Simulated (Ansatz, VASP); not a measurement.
## SrTiO3: VASP beside Ansatz

```
Sr Ti O
1.0
    -2.75891    2.75891    3.91361
     2.75891   -2.75891    3.91361
     2.75891    2.75891   -3.91361
Sr Ti O
2 2 6
Direct
  0.75000 0.25000 0.50000
  0.25000 0.75000 0.50000
  0.00000 0.00000 0.00000
  0.50000 0.50000 0.00000
  0.76690 0.26690 0.03380
  0.26690 0.23310 0.50000
  0.73310 0.76690 0.50000
  0.23310 0.73310 0.96620
  0.75000 0.75000 0.00000
  0.25000 0.25000 0.00000
```

Alike in both runs: task single point; functional r2SCAN; k mesh 6 × 6 × 6; no spin polarisation.

|  | VASP | Ansatz |
| --- | --- | --- |
| version | VASP 6.6.1 | Ansatz 0.2.0 |
| potentials or method | VASP PAW PBE potentials, release 64 (Sr_sv, Ti_sv, O) | plane waves, PAW |
| plane-wave cutoff (eV) | 520 | 500 |
| occupations | gaussian, width 0.01 eV | fixed |
| valence electrons in the cell | 80 | 80 |

|  | VASP | Ansatz | Ansatz less VASP |
| --- | --- | --- | --- |
| gap on the k mesh at the Fermi level (eV) | 2.32 | 2.31 | -0.012 |
| pressure (GPa) | 0.9 | 0.0 | -0.92 |

VASP's potentials were made for PBE, not for r2SCAN.
